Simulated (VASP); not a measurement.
Wanted: the native input for a VASP 6.6.1 run.

| Quantity | Value |
| --- | --- |
| Task | single point |
| Functional | BLYP |
| Dispersion | D3(BJ) |
| Potentials or basis | VASP PAW PBE potentials, release 64 (Mg, Se) |
| Cutoff | 600 eV |
| k mesh | 8 × 8 × 8 |
| Occupations | gaussian, width 0.05 eV |
| Spin | no spin polarisation |
| Dipole correction | no |
| Further INCAR settings | ALGO = Normal; EDIFF = 1e-06; NBANDS = 11 |

The structure of MgSe lies in POSCAR:

```
MgSe
1.0
    0.0000000000      2.6747986890      2.6747986890
    2.6747986890      0.0000000000      2.6747986890
    2.6747986890      2.6747986890      0.0000000000
Mg Se
1 1
Direct
    0.0000000000      0.0000000000      0.0000000000
    0.5000000000      0.5000000000      0.5000000000
```

One way to write it, as run:

INCAR

```
SYSTEM = MgSe
PREC = Accurate
ENCUT = 600
EDIFF = 1E-6
ISMEAR = 0
SIGMA = 0.05
LREAL = .FALSE.
LASPH = .TRUE.
NELM = 120
ALGO = Normal
ISIF = 2
LWAVE = .FALSE.
LCHARG = .FALSE.
GGA = B5
ALDAX = 1.0
AGGAX = 1.0
AGGAC = 1.0
ALDAC = 0.0
IVDW = 12
VDW_S6 = 1.0
VDW_S8 = 2.6996
VDW_A1 = 0.4298
VDW_A2 = 4.2359
NBANDS = 11
GGA_COMPAT = .FALSE.
```

KPOINTS

```
Automatic mesh
0
G
  8 8 8
  0 0 0
```

Potentials or basis: VASP PAW PBE potentials, release 64 (Mg, Se).

Launch:

```console
$ cat potpaw_PBE.64/Mg/POTCAR potpaw_PBE.64/Se/POTCAR > POTCAR
$ mpirun -np 1 vasp_std > vasp.out
```

It gave:

* Pressure: 1.6 GPa
* Band gap on the k mesh: 1.97 eV (least direct gap 3.18 eV)
* Dispersion energy per atom: -0.895 eV

Caveat: the PAW data sets were made with another functional, which shifts forces and pressure a little.

Wall time 20 s on 1 thread of AMD EPYC 7R13 Processor (Zen 3), with other jobs on the host, peak memory 0.15 GiB.
